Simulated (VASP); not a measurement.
# BAs: single point with PBE

Crystal: BAs.

```
As B
1.0
     0.00000    2.38850    2.38850
     2.38850    0.00000    2.38850
     2.38850    2.38850    0.00000
As B
1 1
Direct
  0.75000 0.75000 0.75000
  0.00000 0.00000 0.00000
```

```yaml
Program: VASP 6.6.1
Task: single point
Functional: PBE
Potentials_or_basis: VASP PAW PBE potentials, release 64 (As, B)
Cutoff: 520 eV
k_mesh: 10 × 10 × 10
Occupations: gaussian, width 0.02 eV
Spin: no spin polarisation
Dipole_correction: no
Further_INCAR_settings: ALGO = Normal; EDIFF = 1e-06; NBANDS = 11
```

```yaml
Pressure: 3.4 GPa
Band_gap_on_the_k_mesh: 1.18 eV (least direct gap 3.28 eV)
```

Levels at points of the mesh, in eV from the valence-band top:
| k point | band 2 | band 3 | band 4 | band 5 | band 6 | band 7 |
| --- | --- | --- | --- | --- | --- | --- |
| (0.00, 0.00, 0.00) | 0.00 | 0.00 | 0.00 | 3.28 | 3.28 | 3.28 |
| (0.50, 0.00, 0.00) | -8.79 | -1.82 | -1.82 | 2.69 | 4.78 | 4.78 |
| (0.50, 0.50, 0.00) | -8.53 | -4.08 | -4.08 | 1.43 | 1.44 | 11.37 |

Run time: 21 s on 1 thread of Intel Xeon 8259CL, on a shared host, peak memory 0.16 GiB.

Caveat: the cell stands under pressure. Expect the measured gap to be larger: semilocal functionals such as PBE lack the derivative discontinuity.
